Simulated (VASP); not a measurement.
# CdS (P6_3mc) in VASP: further runs, part 3 of 3

VASP 6.6.1. The steps go on from the part before.

### Step 7. Single point, PBE (volume changed by -6%)

The input, INCAR:

```
  ALGO = Normal
  EDIFF = 1E-6
  ENCUT = 540
  GGA = PE
  GGA_COMPAT = F
  ISIF = 2
  ISMEAR = 0
  LASPH = T
  LCHARG = F
  LREAL = F
  LWAVE = F
  NBANDS = 34
  NELM = 120
  PREC = Accurate
  SIGMA = 0.01
```

The input, KPOINTS:

```
k-points
0
Gamma
  6 6 4
```

The input, POSCAR:

```
CdS
1.0
    4.1108829033      0.0000000000      0.0000000000
   -2.0554414516      3.5601290262      0.0000000000
    0.0000000000      0.0000000000      6.6883265461
Cd S
2 2
Direct
    0.3333333333      0.6666666667     -0.0007933861
    0.6666666667      0.3333333333      0.4992066139
    0.3333333333      0.6666666667      0.3757933861
    0.6666666667      0.3333333333      0.8757933861
```

Potentials or basis: VASP PAW PBE potentials, release 64 (Cd_sv_GW, S).

Command:

```sh
> cat potpaw_PBE.64/Cd_sv_GW/POTCAR potpaw_PBE.64/S/POTCAR > POTCAR
> mpirun -np 1 vasp_std > vasp.out
```

OUTCAR:

```text
EDIFF = 1E-6
   ENCUT = 540
   GGA = PE
   ISIF = 2
   ISMEAR = 0
   LASPH = T
   LREAL = F
   NELM = 120
   PREC = Accurate

 ion  position               nearest neighbor table
   1  0.333  0.667  0.999-   4 2.51   4 2.51   4 2.51   3 2.52
   2  0.667  0.333  0.499-   3 2.51   3 2.51   3 2.51   4 2.52
   3  0.333  0.667  0.376-   2 2.51   2 2.51   2 2.51   1 2.52
   4  0.667  0.333  0.876-   1 2.51   1 2.51   1 2.51   2 2.52

  LATTYP: Found a hexagonal cell.
 ALAT       =     4.1108829033
 C/A-ratio  =     1.6269805546

  Lattice vectors:

 A1 = (   4.1108829033,   0.0000000000,   0.0000000000)
 A2 = (  -2.0554414516,   3.5601290262,   0.0000000000)
 A3 = (   0.0000000000,   0.0000000000,   6.6883265461)

Analysis of symmetry for initial positions (statically):
=====================================================================
 Subroutine PRICEL returns:
 Original cell was already a primitive cell.

 Routine SETGRP: Setting up the symmetry group for a
 hexagonal supercell.

 Subroutine GETGRP returns: Found 12 space group operations
 (whereof  6 operations were pure point group operations)
 out of a pool of 24 trial point group operations.

The static configuration has the point symmetry C_3v.
 The point group associated with its full space group is C_6v.

Analysis of symmetry for dynamics (positions and initial velocities):
=====================================================================
 Subroutine PRICEL returns:
 Original cell was already a primitive cell.

 Routine SETGRP: Setting up the symmetry group for a
 hexagonal supercell.

 Subroutine GETGRP returns: Found 12 space group operations
 (whereof  6 operations were pure point group operations)
 out of a pool of 24 trial point group operations.

The dynamic configuration has the point symmetry C_3v.
 The point group associated with its full space group is C_6v.

 Subroutine INISYM returns: Found 12 space group operations
 (whereof  6 operations are pure point group operations),
 and found     1 'primitive' translations

----------------------------------------------------------------------------------------

                                     Primitive cell

  volume of cell :      97.8855

  direct lattice vectors                    reciprocal lattice vectors
     4.110882903  0.000000000  0.000000000     0.243256746  0.140444348  0.000000000
    -2.055441452  3.560129026  0.000000000     0.000000000  0.280888696  0.000000000
     0.000000000  0.000000000  6.688326546     0.000000000  0.000000000  0.149514231

  length of vectors
     4.110882903  4.110882903  6.688326546     0.280888696  0.280888696  0.149514231

  position of ions in fractional coordinates (direct lattice)
     0.333333333  0.666666667  0.999206614
     0.666666667  0.333333333  0.499206614
     0.333333333  0.666666667  0.375793386
     0.666666667  0.333333333  0.875793386

  ion indices of the primitive-cell ions
   primitive index   ion index
                 1           1
                 2           2
                 3           3
                 4           4

----------------------------------------------------------------------------------------

 KPOINTS: k-points

Automatic generation of k-mesh.
 Grid dimensions read from file:
 generate k-points for:    6    6    4

 Generating k-lattice:

  Cartesian coordinates                     Fractional coordinates (reciprocal lattice)
     0.040542791  0.023407391  0.000000000     0.166666667  0.000000000  0.000000000
     0.000000000  0.046814783  0.000000000     0.000000000  0.166666667  0.000000000
     0.000000000  0.000000000  0.037378558     0.000000000  0.000000000  0.250000000

  Length of vectors
     0.046814783  0.046814783  0.037378558

  Shift w.r.t. Gamma in fractional coordinates (k-lattice)
     0.000000000  0.000000000  0.000000000

 Subroutine IBZKPT returns following result:
 ===========================================

 Found     21 irreducible k-points:

 Following reciprocal coordinates:
            Coordinates               Weight
  0.000000  0.000000  0.000000      1.000000
  0.166667 -0.000000  0.000000      6.000000
  0.333333 -0.000000  0.000000      6.000000
  0.500000 -0.000000  0.000000      3.000000
  0.166667  0.166667  0.000000      6.000000
  0.333333  0.166667  0.000000     12.000000
[... 13 lines left out ...]
  0.333333  0.166667  0.500000     12.000000
  0.333333  0.333333  0.500000      2.000000
   k-points           NKPTS =     21   k-points in BZ     NKDIM =     21   number of bands    NBANDS=     34
   number of dos      NEDOS =    301   number of ions     NIONS =      4
   total plane-waves  NPLWV =  55296
   dimension x,y,z NGX =    32 NGY =   32 NGZ =   54
   dimension x,y,z NGXF=    64 NGYF=   64 NGZF=  108
   ions per type =               2   2
   NGX,Y,Z   is equivalent  to a cutoff of  12.94, 12.94, 13.42 a.u.
   NGXF,Y,Z  is equivalent  to a cutoff of  25.88, 25.88, 26.84 a.u.
 SYSTEM =  unknown system
   PREC   = accura    normal or accurate (medium, high low for compatibility)
   ISTART =      0    job   : 0-new  1-cont  2-samecut
   ICHARG =      2    charge: 1-file 2-atom 10-const
   ISPIN  =      1    spin polarized calculation?
   LNONCOLLINEAR =      F non collinear calculations
   LSORBIT =      F    spin-orbit coupling
   LASPH  =      T    aspherical Exc in radial PAW
   ENCUT  =  540.0 eV  39.69 Ry    6.30 a.u.   7.79  7.79 12.67*2*pi/ulx,y,z
   NELM   =    120;   NELMIN=  2; NELMDL= -5     # of ELM steps
   EDIFF  = 0.1E-05   stopping-criterion for ELM
   LREAL  =      F    real-space projection
   EDIFFG = 0.1E-04   stopping-criterion for IOM
   NSW    =      0    number of steps for IOM
   IBRION =     -1    ionic relax: 0-MD 1-quasi-New 2-CG
   NFREE  =      0    steps in history (QN), initial steepest desc. (CG)
   ISIF   =      2    stress and relaxation
   ISYM   =      2    0-nonsym 1-usesym 2-fastsym
   POTIM  = 0.5000    time-step for ionic-motion
   TEBEG  =    0.0;   TEEND  =   0.0 temperature during run
   PSTRESS=    0.0 pullay stress
   NELECT =      52.0000    total number of electrons
   NUPDOWN=      -1.0000    fix difference up-down
   EMIN   =  10.00;   EMAX   =-10.00  energy-range for DOS
   EFERMI =   0.00;   METHOD = LEGACY
   ISMEAR =     0;   SIGMA  =   0.01  broadening in eV -4-tet -1-fermi 0-gaus
   EFERMI_NEDOS =   21; number of points for ismear=-14 and -15
   IALGO  =     38    algorithm
   IMIX   =      4    mixing-type and parameters
     AMIX     =   0.40;   BMIX     =  1.00
     AMIX_MAG =   1.60;   BMIX_MAG =  1.00
  volume/ion in A,a.u.               =      24.47       165.14
  Fermi-wavevector in a.u.,A,eV,Ry     =   1.325877  2.505544 23.918352  1.757949
  Thomas-Fermi vector in A             =   2.455305
   LORBIT       =      0    0 simple, 1 ext, 2 COOP (PROOUT), +10 PAW based schemes
   GGA     = PE    functional components
   LHFCALC =     F    Hartree Fock is set to
   AEXX    =    0.0000 exact exchange contribution
   IVDW    =     0    specifies the selected vdW correction
   LEPSILON=     F    determine dielectric tensor
   LRPA    =     F    only Hartree local field effects (RPA)
 non-spin polarized calculation
 Gauss-broadening in eV      SIGMA  =   0.01
  energy-cutoff  :      540.00
  volume of cell :       97.89
 maximum number of plane-waves:      2826
 NGX is ok and might be reduce to    32
   NGX = 15   NGY = 15   NGZ = 25

 number of electron      52.0000023 magnetization

 Free energy of the ion-electron system (eV)
  ---------------------------------------------------
  ext. energy  EPLUGINS =         0.00000000
  ---------------------------------------------------
  free energy    TOTEN  =       -12.36769144 eV

  energy without entropy =      -12.36769144  energy(sigma->0) =      -12.36769144

 E-fermi :   3.0729     XC(G=0):  -9.3207

 val. band max:        2.9935261480   @ k =   0.0000   0.0000   0.0000
 cond. band min:       4.2479929359   @ k =   0.0000   0.0000   0.0000
 fundamental gap:      1.2544667880
 Fermi energy:         3.0729305586

 k-point     1 :       0.0000    0.0000    0.0000
  band No.  band energies     occupation
      1     -98.3537      2.00000
      2     -98.3536      2.00000
      3     -59.4222      2.00000
      4     -59.4221      2.00000
      5     -59.4221      2.00000
      6     -59.4219      2.00000
[... 766 lines left out ...]
     33      12.3220      0.00000
     34      12.3470      0.00000

------------------------ aborting loop because EDIFF is reached ----------------------------------------

  FORCE on cell =-STRESS in cart. coord.  units (eV):
  Direction    XX          YY          ZZ          XY          YZ          ZX
  --------------------------------------------------------------------------------------
  -------------------------------------------------------------------------------------
  Total        1.6892619      1.6892619      1.6821192      0.0000000      0.0000000      0.0000000
  in kB       27.6496259     27.6496259     27.5327151      0.0000000      0.0000000      0.0000000
  external PRESSURE =      27.6106556 kB  Pullay stress =       0.0000000 kB

 VOLUME and BASIS-vectors are now :
 -----------------------------------------------------------------------------
  energy-cutoff  :      540.00
  volume of cell :       97.89
      direct lattice vectors                 reciprocal lattice vectors
     4.110882903  0.000000000  0.000000000     0.243256746  0.140444348  0.000000000
    -2.055441452  3.560129026  0.000000000     0.000000000  0.280888696  0.000000000
     0.000000000  0.000000000  6.688326546     0.000000000  0.000000000  0.149514231

 POSITION                                       TOTAL-FORCE (eV/Angst)
 -----------------------------------------------------------------------------------
     -0.00000      2.37342      6.68302        -0.000000      0.000000      0.004665
      2.05544      1.18671      3.33886         0.000000      0.000000      0.004665
     -0.00000      2.37342      2.51343        -0.000000      0.000000     -0.004665
      2.05544      1.18671      5.85759         0.000000      0.000000     -0.004665
 -----------------------------------------------------------------------------------
    total drift:                               -0.000001      0.000000      0.002583

  FREE ENERGIE OF THE ION-ELECTRON SYSTEM (eV)
  ---------------------------------------------------
  free  energy   TOTEN  =       -12.3676914375 eV

  energy  without entropy=      -12.3676914375  energy(sigma->0) =      -12.36769144
```

Run time: 58 s. Hardware: 1 thread of Intel Xeon Platinum 8488C (Sapphire Rapids), shared host; peak memory 0.26 GiB.

Results:

```
Free energy            : -12.3677 eV
Pressure               : 2.8 GPa
Largest force          : 0.005 eV/Å
Band gap on the k mesh : 1.25 eV, direct
```

Forces on the atoms (eV/Å):
```
Cd   0.000  0.000  0.005
Cd   0.000  0.000  0.005
S    0.000  0.000 -0.005
S    0.000  0.000 -0.005
```

### Step 8. Overview

```csv
potentials or basis,cell,cutoff (eV),second run,gap on the mesh (eV),pressure (GPa)
"VASP PAW PBE potentials, release 64 (Cd, S)","a = 4.111, b = 4.111, c = 6.688 Å, angles 90.0, 90.0, 120.0°, 4 atoms",520,-,1.26,4.2
"VASP PAW PBE potentials, release 64 (Cd, S)","a = 4.154, b = 4.154, c = 6.759 Å, angles 90.0, 90.0, 120.0°, 4 atoms",520,-,1.19,2.1
"VASP PAW PBE potentials, release 64 (Cd, S)","a = 4.197, b = 4.197, c = 6.828 Å, angles 90.0, 90.0, 120.0°, 4 atoms",520,-,1.11,0.3
"VASP PAW PBE potentials, release 64 (Cd, S)","a = 4.238, b = 4.238, c = 6.895 Å, angles 90.0, 90.0, 120.0°, 4 atoms",520,-,1.04,-1.2
"VASP PAW PBE potentials, release 64 (Cd, S)","a = 4.279, b = 4.279, c = 6.962 Å, angles 90.0, 90.0, 120.0°, 4 atoms",520,-,0.97,-2.5
"VASP PAW PBE potentials, release 64 (Cd_sv_GW, S)","a = 4.111, b = 4.111, c = 6.688 Å, angles 90.0, 90.0, 120.0°, 4 atoms",540,valence_matched,1.25,2.8
```

Alike in all rows: task single point; level PBE; no spin polarisation; k mesh 6 × 6 × 4; smearing gaussian 0.01 eV.

Absolute energies hang on the potentials; compare differences alone.
